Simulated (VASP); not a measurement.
Wanted: the native input for a VASP 6.6.1 run.

* Task: single point
* Functional: LDA
* Potentials or basis: VASP PAW LDA potentials, release 64 (Hf_pv)
* Cutoff: 520 eV
* k mesh: 9 × 9 × 12
* Occupations: fermi-dirac, width 0.1 eV
* Spin: no spin polarisation
* Dipole correction: no
* Further INCAR settings: ALGO = Normal; EDIFF = 1e-06; NBANDS = 22

The structure of Hf lies in POSCAR:

```
Hf
1.0
    4.9219042364      0.0000000000      0.0000000000
   -2.4609521182      4.2624941038      0.0000000000
    0.0000000000      0.0000000000      3.0677254982
Hf
3
Direct
    1.0000000000      1.0000000000      1.0000000000
    0.3333333333      0.6666666667      0.5000000000
    0.6666666667      0.3333333333      0.5000000000
```

This cell differs from its parent crystal: volume scaled by 1.04.

These files were run (other wordings do the same):

INCAR

```
SYSTEM = Hf
PREC = Accurate
ENCUT = 520
EDIFF = 1E-6
ISMEAR = -1
SIGMA = 0.1
LREAL = .False.
LASPH = .True.
NELM = 80
ALGO = Normal
ISIF = 2
LWAVE = .False.
LCHARG = .False.
NBANDS = 22
```

KPOINTS

```
regular mesh
0
Gamma
  9 9 12
  0 0 0
```

Potentials or basis: VASP PAW LDA potentials, release 64 (Hf_pv).

Launch:

```sh
$ cat potpaw_LDA.64/Hf_pv/POTCAR > POTCAR
$ mpirun -np 1 vasp_std > vasp.out
```

It gave:

```
Pressure               : -4.4 GPa
Band gap on the k mesh : zero (band 15 reaches 5.29 eV, above the bottom of band 16 at 4.35 eV)
```

Caveat: spin-orbit coupling is left out, which moves the levels of the heavy elements.

It took 36 s on 1 thread of Intel(R) Xeon(R) 6975P-C (Granite Rapids) (shared host), peak memory 0.22 GiB.
